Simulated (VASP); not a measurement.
Here is a VASP 6.6.1 calculation.

Contents of INCAR:

```
  PREC = Accurate
  ENCUT = 520
  EDIFF = 1E-7
  ISMEAR = -1
  SIGMA = 0.03
  LREAL = False
  LASPH = True
  NELM = 100
  ALGO = Normal
  ISIF = 2
  LWAVE = False
  LCHARG = False
  GGA = PS
  NBANDS = 15
```

KPOINTS

```
Automatic mesh
0
Gamma
  9 9 9
```

Contents of POSCAR:

```
KF
1.0
    0.0000000000      2.4641391241      2.4641391241
    2.4641391241      0.0000000000      2.4641391241
    2.4641391241      2.4641391241      0.0000000000
K F
1 1
Direct
    0.0000000000      0.0000000000      0.0000000000
    0.5000000000      0.5000000000      0.5000000000
```

Potentials or basis: VASP PAW PBE potentials, release 64 (K_sv, F).

Launch:

```bash
$ cat potpaw_PBE.64/K_sv/POTCAR potpaw_PBE.64/F/POTCAR > POTCAR
$ mpirun -np 1 vasp_std > vasp.out
```

Q: Estimate the band gap on the k mesh.

A: 7.39 eV (least direct gap 7.43 eV).

Q: Estimate the pressure.

A: 13.2 GPa.

Caveat: the cell stands under pressure; the PAW data sets were made with another functional, which shifts forces and pressure a little; an odd mesh through Γ misses points on the zone boundary, where band edges can lie.
